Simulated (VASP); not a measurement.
Here is a VASP 6.6.1 calculation.

File INCAR:

```
PREC     = Accurate       # precision mode
ENCUT    = 600            # plane-wave cutoff, eV
EDIFF    = 1E-7           # SCF threshold, eV
ISMEAR   = -1             # smearing method
SIGMA    = 0.02           # smearing width, eV
LREAL    = F              # projectors in reciprocal space
LASPH    = T              # aspherical terms in the spheres
NELM     = 100            # most SCF steps
ALGO     = Normal         # electronic algorithm
ISIF     = 3              # what is computed and relaxed
LWAVE    = F              # write WAVECAR
LCHARG   = F              # write CHGCAR
IBRION   = 2              # ionic algorithm
NSW      = 80             # ionic steps
EDIFFG   = -0.005         # ionic threshold
```

File KPOINTS:

```
Automatic mesh
0
Gamma
  12 12 4
```

POSCAR

```
Si
1.0
    3.8515735454      0.0000000000      0.0000000000
   -1.9257867727      3.3355605348      0.0000000000
    0.0000000000      0.0000000000      6.3645780744
Si
4
Direct
    0.3333333333      0.6666666667      0.0004225455
    0.6666666667      0.3333333333      0.5004225455
    0.3333333333      0.6666666667      0.3745774545
    0.6666666667      0.3333333333      0.8745774545
```

Potentials or basis: VASP PAW LDA potentials, release 64 (Si).

Command:

```sh
$ cat potpaw_LDA.64/Si/POTCAR > POTCAR
$ mpirun -np 1 vasp_std > vasp.out
```

Q: Predict the band gap on the k mesh.

A: 0.27 eV (least direct gap 0.99 eV).

Q: Estimate the relaxed volume.

A: 19.70 Å³/atom.

Step by step:
```csv
step,energy change (eV),largest force (eV/Å),pressure (GPa),volume (Å³)
1,0.0000,0.0080,-3.33,81.77
2,-0.0171,0.0326,2.53,76.85
3,-0.0320,0.0154,-0.01,78.79
4,-0.0320,0.0159,0.06,78.73
5,-0.0321,0.0016,-0.04,78.81
6,-0.0321,0.0020,-0.02,78.79
7,-0.0321,0.0013,-0.01,78.78
```

A k mesh can miss the band edges.
